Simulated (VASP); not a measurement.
# InAs (Fd-3m) in VASP: further runs

The runs below take InAs through single point, relaxation of cell and atoms, with r2SCAN.

All numbers are computed with VASP 6.6.1; they aren't measurements. Logs are shortened: lines on timing, memory, paths and dates and some standing lists are left out, and cuts for length are marked.

## Step 1: The cell of the first run

The structure is cubic, space group Fd-3m (No. 227). The conventional cell has a = 7.076 Å, b = 7.076 Å, c = 7.076 Å, α = 90.00°, β = 90.00°, γ = 90.00°. Within 4.0 Å of In (site symmetry -43m) lie 4 In at 3.06 Å and 10 As at 3.06 to 3.54 Å. As (site symmetry -43m) has 10 In at 3.06 to 3.54 Å and 4 As at 3.06 Å within 4.0 Å.

## Step 2: Single point, r2SCAN

POSCAR reads:

```
InAs
1.0
    0.0000000000      3.5380345226      3.5380345226
    3.5380345226      0.0000000000      3.5380345226
    3.5380345226      3.5380345226      0.0000000000
In As
2 2
Direct
    0.5000000000      0.5000000000      0.5000000000
    0.7500000000      0.7500000000      0.7500000000
    0.0000000000      0.0000000000      0.0000000000
    0.2500000000      0.2500000000      0.2500000000
```

INCAR.step1 reads:

```
SYSTEM = InAs
PREC = Accurate ; ENCUT = 520
ISMEAR = 0 ; SIGMA = 0.1
LREAL = .False. ; LASPH = .True.
NELM = 60 ; NBANDS = 26
GGA = PE ; ALGO = Normal
EDIFF = 1E-4 ; LWAVE = .True.
LCHARG = .False.
```

INCAR.step2 reads:

```
SYSTEM = InAs
PREC = Accurate ; ENCUT = 520
EDIFF = 1E-6 ; ISMEAR = 0
SIGMA = 0.1 ; LREAL = .False.
LASPH = .True. ; NELM = 60
ALGO = Normal ; ISIF = 2
LWAVE = .False. ; LCHARG = .False.
METAGGA = R2SCAN ; LMIXTAU = .True.
NBANDS = 26 ; ISTART = 1
```

KPOINTS reads:

```
Automatic mesh
0
Gamma
  4 4 4
  0 0 0
```

Potentials or basis: VASP PAW PBE potentials, release 64 (In_d, As).

On the command line:

```sh
$ cat potpaw_PBE.64/In_d/POTCAR potpaw_PBE.64/As/POTCAR > POTCAR
$ cp INCAR.step1 INCAR
$ mpirun -np 1 vasp_std > vasp.out
$ cp INCAR.step2 INCAR
$ mpirun -np 1 vasp_std > vasp.out
```

OUTCAR:

```text
SYSTEM = InAs
   PREC = Accurate
   ENCUT = 520
   EDIFF = 1E-6
   ISMEAR = 0
   LREAL = .False.
   LASPH = .True.
   NELM = 60
   ISIF = 2
   METAGGA = R2SCAN
   ISTART = 1

 ion  position               nearest neighbor table
   1  0.500  0.500  0.500-   4 3.06   4 3.06   4 3.06   2 3.06   2 3.06   2 3.06   4 3.06   2 3.06

   2  0.750  0.750  0.750-   1 3.06   1 3.06   1 3.06   3 3.06   3 3.06   3 3.06   3 3.06   1 3.06

   3  0.000  0.000  0.000-   2 3.06   2 3.06   2 3.06   2 3.06
   4  0.250  0.250  0.250-   1 3.06   1 3.06   1 3.06   1 3.06

  LATTYP: Found a face centered cubic cell.
 ALAT       =     7.0760690452

  Lattice vectors:

 A1 = (   0.0000000000,   3.5380345226,   3.5380345226)
 A2 = (   3.5380345226,   0.0000000000,   3.5380345226)
 A3 = (   3.5380345226,   3.5380345226,   0.0000000000)

Analysis of symmetry for initial positions (statically):
=====================================================================
 Subroutine PRICEL returns:
 Original cell was already a primitive cell.

 Routine SETGRP: Setting up the symmetry group for a
 face centered cubic supercell.

 Subroutine GETGRP returns: Found 48 space group operations
 (whereof 24 operations were pure point group operations)
 out of a pool of 48 trial point group operations.

The static configuration has the point symmetry T_d .
 The point group associated with its full space group is O_h .

Analysis of symmetry for dynamics (positions and initial velocities):
=====================================================================
 Subroutine PRICEL returns:
 Original cell was already a primitive cell.

 Routine SETGRP: Setting up the symmetry group for a
 face centered cubic supercell.

 Subroutine GETGRP returns: Found 48 space group operations
 (whereof 24 operations were pure point group operations)
 out of a pool of 48 trial point group operations.

The dynamic configuration has the point symmetry T_d .
 The point group associated with its full space group is O_h .

 Subroutine INISYM returns: Found 48 space group operations
 (whereof 24 operations are pure point group operations),
 and found     1 'primitive' translations

----------------------------------------------------------------------------------------

                                     Primitive cell

  volume of cell :      88.5760

  direct lattice vectors                    reciprocal lattice vectors
     0.000000000  3.538034523  3.538034523    -0.141321402  0.141321402  0.141321402
     3.538034523  0.000000000  3.538034523     0.141321402 -0.141321402  0.141321402
     3.538034523  3.538034523  0.000000000     0.141321402  0.141321402 -0.141321402

  length of vectors
     5.003536406  5.003536406  5.003536406     0.244775849  0.244775849  0.244775849

  position of ions in fractional coordinates (direct lattice)
     0.500000000  0.500000000  0.500000000
     0.750000000  0.750000000  0.750000000
     0.000000000  0.000000000  0.000000000
     0.250000000  0.250000000  0.250000000

  ion indices of the primitive-cell ions
   primitive index   ion index
                 1           1
                 2           2
                 3           3
                 4           4

----------------------------------------------------------------------------------------

 KPOINTS: Automatic mesh

Automatic generation of k-mesh.
 Grid dimensions read from file:
 generate k-points for:    4    4    4

 Generating k-lattice:

  Cartesian coordinates                     Fractional coordinates (reciprocal lattice)
    -0.035330351  0.035330351  0.035330351     0.250000000  0.000000000  0.000000000
     0.035330351 -0.035330351  0.035330351     0.000000000  0.250000000  0.000000000
     0.035330351  0.035330351 -0.035330351     0.000000000  0.000000000  0.250000000

  Length of vectors
     0.061193962  0.061193962  0.061193962

  Shift w.r.t. Gamma in fractional coordinates (k-lattice)
     0.000000000  0.000000000  0.000000000

 Subroutine IBZKPT returns following result:
 ===========================================

 Found      8 irreducible k-points:

 Following reciprocal coordinates:
            Coordinates               Weight
  0.000000  0.000000  0.000000      1.000000
  0.250000  0.000000  0.000000      8.000000
  0.500000  0.000000  0.000000      4.000000
  0.250000  0.250000  0.000000      6.000000
  0.500000  0.250000  0.000000     24.000000
 -0.250000  0.250000  0.000000     12.000000
  0.500000  0.500000  0.000000      3.000000
 -0.250000  0.500000  0.250000      6.000000
   k-points           NKPTS =      8   k-points in BZ     NKDIM =      8   number of bands    NBANDS=     26
   number of dos      NEDOS =    301   number of ions     NIONS =      4
   total plane-waves  NPLWV =  64000
   dimension x,y,z NGX =    40 NGY =   40 NGZ =   40
   dimension x,y,z NGXF=    80 NGYF=   80 NGZF=   80
   ions per type =               2   2
   NGX,Y,Z   is equivalent  to a cutoff of  13.29, 13.29, 13.29 a.u.
   NGXF,Y,Z  is equivalent  to a cutoff of  26.58, 26.58, 26.58 a.u.
 SYSTEM =  InAs
   PREC   = accura    normal or accurate (medium, high low for compatibility)
   ISTART =      1    job   : 0-new  1-cont  2-samecut
   ICHARG =      0    charge: 1-file 2-atom 10-const
   ISPIN  =      1    spin polarized calculation?
   LNONCOLLINEAR =      F non collinear calculations
   LSORBIT =      F    spin-orbit coupling
   LASPH  =      T    aspherical Exc in radial PAW
   ENCUT  =  520.0 eV  38.22 Ry    6.18 a.u.   9.30  9.30  9.30*2*pi/ulx,y,z
   NELM   =     60;   NELMIN=  2; NELMDL=  0     # of ELM steps
   EDIFF  = 0.1E-05   stopping-criterion for ELM
   LREAL  =      F    real-space projection
   EDIFFG = 0.1E-04   stopping-criterion for IOM
   NSW    =      0    number of steps for IOM
   IBRION =     -1    ionic relax: 0-MD 1-quasi-New 2-CG
   NFREE  =      0    steps in history (QN), initial steepest desc. (CG)
   ISIF   =      2    stress and relaxation
   ISYM   =      2    0-nonsym 1-usesym 2-fastsym
   POTIM  = 0.5000    time-step for ionic-motion
   TEBEG  =    0.0;   TEEND  =   0.0 temperature during run
   PSTRESS=    0.0 pullay stress
   NELECT =      36.0000    total number of electrons
   NUPDOWN=      -1.0000    fix difference up-down
   EMIN   =  10.00;   EMAX   =-10.00  energy-range for DOS
   EFERMI =   0.00;   METHOD = LEGACY
   ISMEAR =     0;   SIGMA  =   0.10  broadening in eV -4-tet -1-fermi 0-gaus
   EFERMI_NEDOS =   21; number of points for ismear=-14 and -15
   IALGO  =     38    algorithm
   IMIX   =      4    mixing-type and parameters
     AMIX     =   0.40;   BMIX     =  1.00
     AMIX_MAG =   1.60;   BMIX_MAG =  1.00
  volume/ion in A,a.u.               =      22.14       149.44
  Fermi-wavevector in a.u.,A,eV,Ry     =   1.212654  2.291584 20.007774  1.470530
  Thomas-Fermi vector in A             =   2.348131
   LORBIT       =      0    0 simple, 1 ext, 2 COOP (PROOUT), +10 PAW based schemes
   METAGGA = R2SCAN    functional components
   LHFCALC =     F    Hartree Fock is set to
   AEXX    =    0.0000 exact exchange contribution
   IVDW    =     0    specifies the selected vdW correction
   LEPSILON=     F    determine dielectric tensor
   LRPA    =     F    only Hartree local field effects (RPA)
 non-spin polarized calculation
 Gauss-broadening in eV      SIGMA  =   0.10
  energy-cutoff  :      520.00
  volume of cell :       88.58
 maximum number of plane-waves:      2421
 NGX is ok and might be reduce to    40
   NGX = 19   NGY = 19   NGZ = 19

 number of electron      36.0000013 magnetization

 Free energy of the ion-electron system (eV)
  ---------------------------------------------------
  ext. energy  EPLUGINS =         0.00000000
  ---------------------------------------------------
  free energy    TOTEN  =       -73.57821701 eV

  energy without entropy =      -73.55808236  energy(sigma->0) =      -73.56814969

 E-fermi :   7.1412     XC(G=0): -11.2422

 val. band max:        7.1186853775   @ k =   0.5000   0.2500   0.0000
 cond. band min:       7.6598824987   @ k =   0.5000   0.0000   0.0000
 fundamental gap:      0.5411971212
 Fermi energy:         7.1412422892

 k-point     1 :       0.0000    0.0000    0.0000
  band No.  band energies     occupation
      1      -8.3430      2.00000
      2      -8.3430      2.00000
      3      -8.3430      2.00000
      4      -8.2769      2.00000
      5      -8.2769      2.00000
      6      -8.0215      2.00000
[... 18 lines left out ...]
     25      12.2905      0.00000
     26      15.9676      0.00000

 k-point     2 :       0.2500    0.0000    0.0000
  band No.  band energies     occupation
      1      -8.3666      2.00000
      2      -8.3666      2.00000
      3      -8.3447      2.00000
      4      -8.2403      2.00000
      5      -8.2403      2.00000
      6      -8.0490      2.00000
[... 18 lines left out ...]
     25      14.3533      0.00000
     26      14.3533      0.00000

 k-point     3 :       0.5000    0.0000    0.0000
  band No.  band energies     occupation
      1      -8.3711      2.00000
      2      -8.3711      2.00000
      3      -8.3512      2.00000
      4      -8.2329      2.00000
      5      -8.2329      2.00000
      6      -8.0732      2.00000
[... 18 lines left out ...]
     25      12.8477      0.00000
     26      16.6378      0.00000

 k-point     4 :       0.2500    0.2500    0.0000
  band No.  band energies     occupation
      1      -8.3768      2.00000
      2      -8.3625      2.00000
      3      -8.3625      2.00000
      4      -8.2288      2.00000
      5      -8.1837      2.00000
      6      -8.1595      2.00000
[... 18 lines left out ...]
     25      13.3053      0.00000
     26      13.8804      0.00000

 k-point     5 :       0.5000    0.2500    0.0000
  band No.  band energies     occupation
      1      -8.4333      2.00000
      2      -8.3791      2.00000
      3      -8.3187      2.00000
      4      -8.1858      2.00000
      5      -8.1767      2.00000
      6      -8.1486      2.00000
[... 18 lines left out ...]
     25      14.0244      0.00000
     26      15.1339      0.00000

 k-point     6 :      -0.2500    0.2500    0.0000
  band No.  band energies     occupation
      1      -8.4267      2.00000
      2      -8.3888      2.00000
      3      -8.2837      2.00000
      4      -8.2369      2.00000
      5      -8.1785      2.00000
      6      -8.0889      2.00000
[... 18 lines left out ...]
     25      14.2865      0.00000
     26      14.7631      0.00000

 k-point     7 :       0.5000    0.5000    0.0000
  band No.  band energies     occupation
      1      -8.3819      2.00000
      2      -8.3819      2.00000
      3      -8.3329      2.00000
      4      -8.3329      2.00000
      5      -8.1154      2.00000
      6      -8.1154      2.00000
[... 18 lines left out ...]
     25      14.9206      0.00000
     26      14.9207      0.00000

 k-point     8 :      -0.2500    0.5000    0.2500
  band No.  band energies     occupation
      1      -8.4346      2.00000
      2      -8.4346      2.00000
      3      -8.2164      2.00000
      4      -8.2164      2.00000
      5      -8.1471      2.00000
      6      -8.1471      2.00000
[... 18 lines left out ...]
     25      13.5854      0.00000
     26      13.5854      0.00000

------------------------ aborting loop because EDIFF is reached ----------------------------------------

  FORCE on cell =-STRESS in cart. coord.  units (eV):
  Direction    XX          YY          ZZ          XY          YZ          ZX
  --------------------------------------------------------------------------------------
  -------------------------------------------------------------------------------------
  Total       -0.0145479     -0.0145479     -0.0145479      0.0000000      0.0000000      0.0000000
  in kB       -0.2631441     -0.2631441     -0.2631441      0.0000000      0.0000000      0.0000000
  external PRESSURE =      -0.2631441 kB  Pullay stress =       0.0000000 kB

 VOLUME and BASIS-vectors are now :
 -----------------------------------------------------------------------------
  energy-cutoff  :      520.00
  volume of cell :       88.58
      direct lattice vectors                 reciprocal lattice vectors
     0.000000000  3.538034523  3.538034523    -0.141321402  0.141321402  0.141321402
     3.538034523  0.000000000  3.538034523     0.141321402 -0.141321402  0.141321402
     3.538034523  3.538034523  0.000000000     0.141321402  0.141321402 -0.141321402

 POSITION                                       TOTAL-FORCE (eV/Angst)
 -----------------------------------------------------------------------------------
      3.53803      3.53803      3.53803        -0.000000     -0.000000     -0.000000
      5.30705      5.30705      5.30705         0.000000      0.000000      0.000000
      0.00000      0.00000      0.00000         0.000000      0.000000      0.000000
      1.76902      1.76902      1.76902        -0.000000     -0.000000     -0.000000
 -----------------------------------------------------------------------------------
    total drift:                               -0.000000     -0.000000      0.000000

  FREE ENERGIE OF THE ION-ELECTRON SYSTEM (eV)
  ---------------------------------------------------
  free  energy   TOTEN  =       -73.5782170085 eV

  energy  without entropy=      -73.5580823644  energy(sigma->0) =      -73.56814969
```

Run time: 51 s. Hardware: 1 thread of Intel Xeon 6975P-C (Granite Rapids), shared host; peak memory 0.25 GiB.

Results:

| Quantity | Value |
| --- | --- |
| Free energy | -73.5782 eV |
| Pressure | 0.0 GPa |
| Band gap on the k mesh | zero (bands 18 and 19 overlap by 3.26 eV) |

Caveat: the k points lie up to 0.38 Å⁻¹ apart, too coarse for converged energies and pressures of a metal; the PAW data sets were made with another functional, which shifts forces and pressure a little; spin-orbit coupling is left out, which moves the levels of the heavy elements.

## Step 3: Single point, r2SCAN

This run uses another cell than the first one, of 29.55 Å³/atom.

POSCAR reads:

```
InAs
1.0
    0.0000000000      3.8951858583      3.8951858583
    3.8951858583      0.0000000000      3.8951858583
    3.8951858583      3.8951858583      0.0000000000
In As
2 2
Direct
    0.5000000000      0.5000000000      0.5000000000
    0.7500000000      0.7500000000      0.7500000000
    0.0000000000      0.0000000000      0.0000000000
    0.2500000000      0.2500000000      0.2500000000
```

INCAR.step1 reads:

```
SYSTEM = InAs
PREC = Accurate
ENCUT = 520
ISMEAR = 0
SIGMA = 0.1
LREAL = .FALSE.
LASPH = .TRUE.
NELM = 80
NBANDS = 26
GGA = PE
ALGO = Normal
EDIFF = 1E-4
LWAVE = .TRUE.
LCHARG = .FALSE.
```

INCAR.step2 reads:

```
SYSTEM = InAs
PREC = Accurate
ENCUT = 520
EDIFF = 1E-6
ISMEAR = 0
SIGMA = 0.1
LREAL = .FALSE.
LASPH = .TRUE.
NELM = 80
ALGO = Normal
ISIF = 2
LWAVE = .FALSE.
LCHARG = .TRUE.
METAGGA = R2SCAN
LMIXTAU = .TRUE.
LELF = .TRUE.
LVHAR = .TRUE.
NBANDS = 26
ISTART = 1
```

KPOINTS reads:

```
Automatic mesh
0
G
  4 4 4
  0 0 0
```

Potentials or basis: VASP PAW PBE potentials, release 64 (In_d, As).

On the command line:

```sh
$ cat potpaw_PBE.64/In_d/POTCAR potpaw_PBE.64/As/POTCAR > POTCAR
$ cp INCAR.step1 INCAR
$ mpirun -np 1 vasp_std > vasp.out
$ cp INCAR.step2 INCAR
$ mpirun -np 1 vasp_std > vasp.out
```

It took 79 s on 1 thread of Intel Xeon 6975P-C (Granite Rapids), shared host; peak memory 0.28 GiB.

It converged, with:

* Free energy: -72.4873 eV
* Pressure: -8.6 GPa
* Band gap on the k mesh: zero (bands 18 and 19 overlap by 1.75 eV)

Levels at points of the mesh, in eV from the Fermi level:
```tsv
k point	band 14	band 15	band 16	band 17	band 18	band 19	band 20	band 21	band 22	band 23
(0.00, 0.00, 0.00)	-1.93	-1.93	-1.93	-1.25	-1.25	-1.25	-1.02	0.98	0.98	0.98
(0.50, 0.00, 0.00)	-3.29	-2.58	-2.58	-1.20	-1.20	-0.04	-0.03	2.30	2.30	3.86
(0.50, 0.50, 0.00)	-5.31	-3.78	-3.78	0.50	0.50	0.97	0.97	2.59	2.59	4.23
```

Caveat: the cell stands under tension; the PAW data sets were made with another functional, which shifts forces and pressure a little; spin-orbit coupling is left out, which moves the levels of the heavy elements.

[end of part 1 of 2]
